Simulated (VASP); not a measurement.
A run of VASP 6.6.1 is set up as follows.

The input INCAR:

```
  PREC = Accurate
  ENCUT = 600
  EDIFF = 1E-7
  ISMEAR = 0
  SIGMA = 0.1
  LREAL = False
  LASPH = True
  NELM = 80
  ALGO = Normal
  ISIF = 3
  LWAVE = False
  LCHARG = False
  GGA = PS
  IBRION = 2
  NSW = 80
  EDIFFG = -0.01
```

The input KPOINTS:

```
Automatic mesh
0
Gamma
  12 12 8
```

Contents of POSCAR:

```
HPb2
1.0
    3.6027296287      0.0000000000      0.0000000000
   -1.8013648144      3.1200553814      0.0000000000
    0.0000000000      0.0000000000      5.7492766022
Pb H
2 1
Direct
    0.6666666667      0.3333333333      0.8108654362
    0.3333333333      0.6666666667      0.3334850138
    0.0000000000      0.0000000000     -0.0603504500
```

Potentials or basis: VASP PAW PBE potentials, release 64 (Pb_d, H).

The run is started by

```bash
$ cat potpaw_PBE.64/Pb_d/POTCAR potpaw_PBE.64/H/POTCAR > POTCAR
$ mpirun -np 1 vasp_std > vasp.out
```

**Question.** What does it give for the band gap on the k mesh?

**Answer.** Zero (an odd number of electrons rules out a gap without spin polarisation).

**Question.** What does it give for the space group after relaxing (to 0.1 Å)?

**Answer.** P3m1 (No. 156).

Final structure:
```yaml
crystal:
  lattice:
    - [3.62360, 0.00000, 0.00000]
    - [-1.81180, 3.13813, 0.00000]
    - [0.00000, 0.00000, 5.70824]
  atoms:
    - { symbol: Pb, position: [0.66667, 0.33333, 0.81113] }
    - { symbol: Pb, position: [0.33333, 0.66667, 0.33169] }
    - { symbol: H, position: [0.00000, 0.00000, 0.94118] }
```

Caveat: spin-orbit coupling is left out, which moves the levels of the heavy elements. Zero-point motion and thermal expansion aren't in these numbers.
